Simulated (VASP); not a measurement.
A run of VASP 6.6.1:

Contents of INCAR:

```
SYSTEM = Ge3MoRu
ALGO = Normal ; EDIFF = 1E-6
ENCUT = 520 ; GGA = PE
ISIF = 2 ; ISMEAR = 0
LASPH = .True. ; LCHARG = .False.
LREAL = .False. ; LWAVE = .False.
NBANDS = 43 ; NELM = 100
PREC = Accurate ; SIGMA = 0.1
```

KPOINTS

```
k-points
0
Gamma
  4 4 4
  0 0 0
```

File POSCAR:

```
Ge3MoRu
1.0
    4.2534268000      0.0000000000      0.0000000000
    0.0000000000      4.2534268000      0.0000000000
    0.0000000000      0.0000000000      4.2534268000
Ge Mo Ru
3 1 1
Direct
    0.0000000000      0.5000000000      0.5000000000
    0.5000000000      0.0000000000      0.5000000000
    0.5000000000      0.5000000000      0.0000000000
    0.5000000000      0.5000000000      0.5000000000
    0.0000000000      0.0000000000      0.0000000000
```

Potentials or basis: VASP PAW PBE potentials, release 64 (Ge_d, Mo_sv, Ru_pv).

Launch:

```bash
$ cat potpaw_PBE.64/Ge_d/POTCAR potpaw_PBE.64/Mo_sv/POTCAR potpaw_PBE.64/Ru_pv/POTCAR > POTCAR
$ mpirun -np 1 vasp_std > vasp.out
```

Hardware: 1 thread of Intel(R) Xeon(R) Platinum 8375C CPU @ 2.90GHz (Ice Lake), on a shared host.

Task: Estimate the wall time of this run.

Result: Wall time 28 s on 1 thread of Intel(R) Xeon(R) Platinum 8375C CPU @ 2.90GHz (Ice Lake), on a shared host, peak memory 0.19 GiB. Counts: scf iterations 15, k points 10.
